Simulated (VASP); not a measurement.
# Zr (R-3m) in VASP: further runs

The runs below take Zr through single point, with PBE.

Program: VASP 6.6.1. These are calculated values, not measurements. Logs are shortened: lines on timing, memory, paths and dates and some standing lists are left out, and cuts for length are marked.

### Step 1. The cell of the first run

Symmetry: R-3m, No. 166, trigonal system. Conventional cell: a = 3.001 Å, b = 3.001 Å, c = 8.821 Å, α = 90.00°, β = 90.00°, γ = 120.00°. Within 4.0 Å of Zr (site symmetry -3m) lie 12 Zr at 3.00 to 3.41 Å.

### Step 2. Single point, PBE

File INCAR:

```
PREC = Accurate
ENCUT = 520
EDIFF = 1E-7
ISMEAR = 0
SIGMA = 0.15
LREAL = False
LASPH = True
NELM = 60
ALGO = Fast
ISIF = 2
LWAVE = False
LCHARG = True
GGA = PE
LELF = True
LVHAR = True
NBANDS = 12
```

File KPOINTS:

```
Automatic mesh
0
Gamma
  20 20 20
```

File POSCAR:

```
Zr
1.0
    0.2829381660      2.4049744111      2.4049744111
    2.4049744111      0.2829381660      2.4049744111
    2.4049744111      2.4049744111      0.2829381660
Zr
1
Direct
    0.0000000000      0.0000000000      0.0000000000
```

Potentials or basis: VASP PAW PBE potentials, release 64 (Zr_sv).

Launch:

```
cat potpaw_PBE.64/Zr_sv/POTCAR > POTCAR
mpirun -np 1 vasp_std > vasp.out
```

OUTCAR:

```text
PREC = Accurate
   ENCUT = 520
   EDIFF = 1E-7
   ISMEAR = 0
   LREAL = False
   LASPH = True
   NELM = 60
   ISIF = 2
   GGA = PE

 ion  position               nearest neighbor table
   1  0.000  0.000  0.000-

  LATTYP: Found a trigonal (rhomboedric) cell.
 ALAT       =     3.4128958147
 COS(alpha) =     0.6134020619

  Lattice vectors:

 A1 = (   0.2829381660,   2.4049744111,   2.4049744111)
 A2 = (   2.4049744111,   0.2829381660,   2.4049744111)
 A3 = (   2.4049744111,   2.4049744111,   0.2829381660)

Analysis of symmetry for initial positions (statically):
=====================================================================
 Subroutine PRICEL returns:
 Original cell was already a primitive cell.

 Routine SETGRP: Setting up the symmetry group for a
 trigonal (rhombohedral) supercell.

 Subroutine GETGRP returns: Found 12 space group operations
 (whereof 12 operations were pure point group operations)
 out of a pool of 12 trial point group operations.

The static configuration has the point symmetry D_3d.

Analysis of symmetry for dynamics (positions and initial velocities):
=====================================================================
 Subroutine PRICEL returns:
 Original cell was already a primitive cell.

 Routine SETGRP: Setting up the symmetry group for a
 trigonal (rhombohedral) supercell.

 Subroutine GETGRP returns: Found 12 space group operations
 (whereof 12 operations were pure point group operations)
 out of a pool of 12 trial point group operations.

The dynamic configuration has the point symmetry D_3d.

 Subroutine INISYM returns: Found 12 space group operations
 (whereof 12 operations are pure point group operations),
 and found     1 'primitive' translations

----------------------------------------------------------------------------------------

                                     Primitive cell

  volume of cell :      22.9335

  direct lattice vectors                    reciprocal lattice vectors
     0.282938166  2.404974411  2.404974411    -0.248712895  0.222532590  0.222532590
     2.404974411  0.282938166  2.404974411     0.222532590 -0.248712895  0.222532590
     2.404974411  2.404974411  0.282938166     0.222532590  0.222532590 -0.248712895

  length of vectors
     3.412895815  3.412895815  3.412895815     0.401122938  0.401122938  0.401122938

  position of ions in fractional coordinates (direct lattice)
     0.000000000  0.000000000  0.000000000

  ion indices of the primitive-cell ions
   primitive index   ion index
                 1           1

----------------------------------------------------------------------------------------

 KPOINTS: Automatic mesh

Automatic generation of k-mesh.
 Grid dimensions read from file:
 generate k-points for:   20   20   20

 Generating k-lattice:

  Cartesian coordinates                     Fractional coordinates (reciprocal lattice)
    -0.012435645  0.011126630  0.011126630     0.050000000  0.000000000  0.000000000
     0.011126630 -0.012435645  0.011126630     0.000000000  0.050000000  0.000000000
     0.011126630  0.011126630 -0.012435645     0.000000000  0.000000000  0.050000000

  Length of vectors
     0.020056147  0.020056147  0.020056147

  Shift w.r.t. Gamma in fractional coordinates (k-lattice)
     0.000000000  0.000000000  0.000000000

 Subroutine IBZKPT returns following result:
 ===========================================

 Found    781 irreducible k-points:

 Following reciprocal coordinates:
            Coordinates               Weight
  0.000000  0.000000  0.000000      1.000000
  0.050000  0.000000 -0.000000      6.000000
  0.100000 -0.000000 -0.000000      6.000000
  0.150000  0.000000  0.000000      6.000000
  0.200000 -0.000000 -0.000000      6.000000
  0.250000  0.000000  0.000000      6.000000
[... 16 lines left out ...]
 -0.400000  0.050000 -0.000000     12.000000
 -0.350000  0.050000  0.000000     12.000000
 [... further k-points ...]
   k-points           NKPTS =    781   k-points in BZ     NKDIM =    781   number of bands    NBANDS=     12
   number of dos      NEDOS =    301   number of ions     NIONS =      1
   total plane-waves  NPLWV =  21952
   dimension x,y,z NGX =    28 NGY =   28 NGZ =   28
   dimension x,y,z NGXF=    56 NGYF=   56 NGZF=   56
   ions per type =               1
   NGX,Y,Z   is equivalent  to a cutoff of  13.64, 13.64, 13.64 a.u.
   NGXF,Y,Z  is equivalent  to a cutoff of  27.28, 27.28, 27.28 a.u.
 SYSTEM =  unknown system
   PREC   = accura    normal or accurate (medium, high low for compatibility)
   ISTART =      0    job   : 0-new  1-cont  2-samecut
   ICHARG =      2    charge: 1-file 2-atom 10-const
   ISPIN  =      1    spin polarized calculation?
   LNONCOLLINEAR =      F non collinear calculations
   LSORBIT =      F    spin-orbit coupling
   LASPH  =      T    aspherical Exc in radial PAW
   ENCUT  =  520.0 eV  38.22 Ry    6.18 a.u.   6.35  6.35  6.35*2*pi/ulx,y,z
   NELM   =     60;   NELMIN=  2; NELMDL= -5     # of ELM steps
   EDIFF  = 0.1E-06   stopping-criterion for ELM
   LREAL  =      F    real-space projection
   EDIFFG = 0.1E-05   stopping-criterion for IOM
   NSW    =      0    number of steps for IOM
   IBRION =     -1    ionic relax: 0-MD 1-quasi-New 2-CG
   NFREE  =      0    steps in history (QN), initial steepest desc. (CG)
   ISIF   =      2    stress and relaxation
   ISYM   =      2    0-nonsym 1-usesym 2-fastsym
   POTIM  = 0.5000    time-step for ionic-motion
   TEBEG  =    0.0;   TEEND  =   0.0 temperature during run
   PSTRESS=    0.0 pullay stress
   NELECT =      12.0000    total number of electrons
   NUPDOWN=      -1.0000    fix difference up-down
   EMIN   =  10.00;   EMAX   =-10.00  energy-range for DOS
   EFERMI =   0.00;   METHOD = LEGACY
   ISMEAR =     0;   SIGMA  =   0.15  broadening in eV -4-tet -1-fermi 0-gaus
   EFERMI_NEDOS =   21; number of points for ismear=-14 and -15
   IALGO  =     68    algorithm
   IMIX   =      4    mixing-type and parameters
     AMIX     =   0.40;   BMIX     =  1.00
     AMIX_MAG =   1.60;   BMIX_MAG =  1.00
  volume/ion in A,a.u.               =      22.93       154.76
  Fermi-wavevector in a.u.,A,eV,Ry     =   1.319204  2.492935 23.678216  1.740300
  Thomas-Fermi vector in A             =   2.449119
   LORBIT       =      0    0 simple, 1 ext, 2 COOP (PROOUT), +10 PAW based schemes
   GGA     = PE    functional components
   LHFCALC =     F    Hartree Fock is set to
   AEXX    =    0.0000 exact exchange contribution
   IVDW    =     0    specifies the selected vdW correction
   LEPSILON=     F    determine dielectric tensor
   LRPA    =     F    only Hartree local field effects (RPA)
 non-spin polarized calculation
 RMM-DIIS sequential band-by-band and
 Gauss-broadening in eV      SIGMA  =   0.15
  energy-cutoff  :      520.00
  volume of cell :       22.93
 maximum number of plane-waves:       638
 NGX is ok and might be reduce to    28

 number of electron      12.0000000 magnetization

 Free energy of the ion-electron system (eV)
  ---------------------------------------------------
  ext. energy  EPLUGINS =         0.00000000
  ---------------------------------------------------
  free energy    TOTEN  =        -8.39199370 eV

  energy without entropy =       -8.37895108  energy(sigma->0) =       -8.38547239

 E-fermi :   8.9350     XC(G=0): -11.1189

 val. band max:        8.9345018134   @ k =  -0.0500   0.3500   0.0500
 cond. band min:       8.9369097506   @ k =   0.1500   0.0000   0.0000
 fundamental gap:      0.0024079372
 Fermi energy:         8.9349540745

 k-point     1 :       0.0000    0.0000    0.0000
  band No.  band energies     occupation
      1     -39.6342      2.00000
      2     -17.3250      2.00000
      3     -16.9404      2.00000
      4     -16.9404      2.00000
      5       3.5318      2.00000
      6       8.5081      1.99994
      7      10.4665      0.00000
      8      10.4665      0.00000
      9      12.9900      0.00000
     10      12.9900      0.00000
     11      19.2018      0.00000
     12      22.0008      0.00000

 k-point     2 :       0.0500    0.0000   -0.0000
  band No.  band energies     occupation
      1     -39.6289      2.00000
      2     -17.3251      2.00000
      3     -16.9765      2.00000
      4     -16.9474      2.00000
      5       3.6234      2.00000
      6       8.5620      1.99956
      7      10.3639      0.00000
      8      10.5438      0.00000
      9      12.8582      0.00000
     10      12.9359      0.00000
     11      19.4342      0.00000
     12      22.1970      0.00000

 k-point     3 :       0.1000   -0.0000   -0.0000
  band No.  band energies     occupation
      1     -39.6134      2.00000
      2     -17.3260      2.00000
      3     -17.0795      2.00000
      4     -16.9677      2.00000
      5       3.8890      2.00000
      6       8.7155      1.96145
      7      10.0912      0.00000
      8      10.7708      0.00000
      9      12.5283      0.00000
     10      12.7871      0.00000
     11      20.0323      0.00000
     12      22.6682      0.00000

 k-point     4 :       0.1500    0.0000    0.0000
  band No.  band energies     occupation
      1     -39.5892      2.00000
      2     -17.3347      2.00000
      3     -17.2301      2.00000
      4     -16.9991      2.00000
      5       4.3009      2.00000
      6       8.9369      0.98529
      7       9.7351      0.00000
      8      11.1268      0.00000
      9      12.1387      0.00000
     10      12.5848      0.00000
     11      20.6579      0.00000
     12      22.7522      0.00000

 k-point     5 :       0.2000   -0.0000   -0.0000
  band No.  band energies     occupation
      1     -39.5584      2.00000
      2     -17.4535      2.00000
      3     -17.3071      2.00000
      4     -17.0383      2.00000
      5       4.8091      2.00000
      6       9.1223      0.07730
      7       9.4333      0.00000
      8      11.5315      0.00000
      9      11.8368      0.00000
     10      12.4313      0.00000
     11      20.6099      0.00000
     12      23.0343      0.00000
[... 228 lines left out ...]
      1     -39.4106      2.00000
      2     -18.2972      2.00000
      3     -17.3119      2.00000
      4     -17.2386      2.00000
      5       6.1974      2.00000
      6       8.5998      1.99842
      7      10.5895      0.00000
      8      11.0542      0.00000
      9      13.0957      0.00000
     10      15.4029      0.00000
     11      19.3033      0.00000
     12      19.8846      0.00000

 k-point    22 :      -0.4500    0.0500   -0.0000
  band No.  band energies     occupation
      1     -39.4111      2.00000
      2     -18.2952      2.00000
      3     -17.3080      2.00000
      4     -17.2389      2.00000
      5       6.1995      2.00000
      6       8.6301      1.99595
      7      10.4916      0.00000
      8      11.0165      0.00000
      9      13.0959      0.00000
     10      15.4291      0.00000
     11      19.2280      0.00000
     12      20.0621      0.00000

 k-point    23 :      -0.4000    0.0500   -0.0000
  band No.  band energies     occupation
      1     -39.4226      2.00000
      2     -18.2333      2.00000
      3     -17.3049      2.00000
      4     -17.2254      2.00000
      5       6.2007      2.00000
      6       8.7214      1.95598
      7      10.1241      0.00000
      8      11.0304      0.00000
      9      12.8930      0.00000
     10      15.1160      0.00000
     11      18.9433      0.00000
     12      20.9936      0.00000

 k-point    24 :      -0.3500    0.0500    0.0000
  band No.  band energies     occupation
      1     -39.4437      2.00000
      2     -18.1166      2.00000
      3     -17.3029      2.00000
      4     -17.1994      2.00000
      5       6.1522      2.00000
      6       8.8318      1.66915
      7       9.6923      0.00000
      8      11.1526      0.00000
      9      12.4651      0.00000
     10      14.5404      0.00000
     11      19.0281      0.00000
     12      22.0652      0.00000

 [... further k-points ...]
[... 5 lines left out ...]
  --------------------------------------------------------------------------------------
  -------------------------------------------------------------------------------------
  Total        0.1742593      0.1742593      0.1742593     -0.3884661     -0.3884661     -0.3884661
  in kB       12.1740985     12.1740985     12.1740985    -27.1390167    -27.1390167    -27.1390167
  external PRESSURE =      12.1740985 kB  Pullay stress =       0.0000000 kB

 VOLUME and BASIS-vectors are now :
 -----------------------------------------------------------------------------
  energy-cutoff  :      520.00
  volume of cell :       22.93
      direct lattice vectors                 reciprocal lattice vectors
     0.282938166  2.404974411  2.404974411    -0.248712895  0.222532590  0.222532590
     2.404974411  0.282938166  2.404974411     0.222532590 -0.248712895  0.222532590
     2.404974411  2.404974411  0.282938166     0.222532590  0.222532590 -0.248712895

 POSITION                                       TOTAL-FORCE (eV/Angst)
 -----------------------------------------------------------------------------------
      0.00000      0.00000      0.00000         0.000000      0.000000     -0.000000
 -----------------------------------------------------------------------------------
    total drift:                               -0.000000     -0.000000     -0.000000

  FREE ENERGIE OF THE ION-ELECTRON SYSTEM (eV)
  ---------------------------------------------------
  free  energy   TOTEN  =        -8.3919936962 eV

  energy  without entropy=       -8.3789510814  energy(sigma->0) =       -8.38547239
```

Run time: 6.5 min. Hardware: 1 thread of Intel Xeon Platinum 8488C (Sapphire Rapids), shared host; peak memory 0.33 GiB.

Results:

```
Free energy            : -8.3920 eV
Pressure               : 1.2 GPa
Band gap on the k mesh : zero (bands 6 and 7 overlap by 0.63 eV)
```

### Step 3. Single point, PBE

This run uses another cell than the first one, of the same volume but with other edges.

File INCAR:

```
  ALGO = Fast
  EDIFF = 1E-6
  ENCUT = 520
  GGA = PE
  ISIF = 2
  ISMEAR = 0
  LASPH = True
  LCHARG = False
  LREAL = False
  LWAVE = False
  NBANDS = 12
  NELM = 60
  PREC = Accurate
  SIGMA = 0.15
```

File KPOINTS:

```
k-points
0
Gamma
  20 20 20
```

File POSCAR:

```
Zr
1.0
    0.8817328476      2.7711603780      2.7711603780
    2.7711603780      0.8817328476      2.7711603780
    2.7711603780      2.7711603780      0.8817328476
Zr
1
Direct
    0.0000000000      0.0000000000      0.0000000000
```

Potentials or basis: VASP PAW PBE potentials, release 64 (Zr_sv).

Launch:

```
cat potpaw_PBE.64/Zr_sv/POTCAR > POTCAR
mpirun -np 1 vasp_std > vasp.out
```

Run time: 5.9 min. Hardware: 1 thread of Intel Xeon Platinum 8488C (Sapphire Rapids), shared host; peak memory 0.34 GiB.

Results (log left out):

```
Free energy            : -7.4005 eV
Pressure               : 16.1 GPa
Band gap on the k mesh : zero (bands 6 and 7 overlap by 0.92 eV)
```

Stress tensor (GPa, compression positive):
```
 16.13 -17.83 -17.83
-17.83  16.13 -17.83
-17.83 -17.83  16.13
```

Levels at points of the mesh, in eV from the Fermi level:
| k point | band 3 | band 4 | band 5 | band 6 | band 7 | band 8 | band 9 | band 10 |
| --- | --- | --- | --- | --- | --- | --- | --- | --- |
| (0.00, 0.00, 0.00) | -24.87 | -24.87 | -4.62 | -2.04 | 1.63 | 1.63 | 6.24 | 6.24 |
| (0.50, 0.00, 0.00) | -25.99 | -25.62 | -3.39 | -1.61 | 2.51 | 3.83 | 4.29 | 9.39 |
| (0.50, 0.50, 0.00) | -26.02 | -25.63 | -3.42 | -2.40 | 4.25 | 4.72 | 4.89 | 8.92 |
| (0.50, 0.50, 0.50) | -24.87 | -24.87 | -3.20 | -0.94 | 1.60 | 1.60 | 3.25 | 6.42 |

Caveat: the cell stands under pressure.

[end of part 1 of 2]

The gap in the log of VASP goes by the Fermi energy; the results here count the filled bands.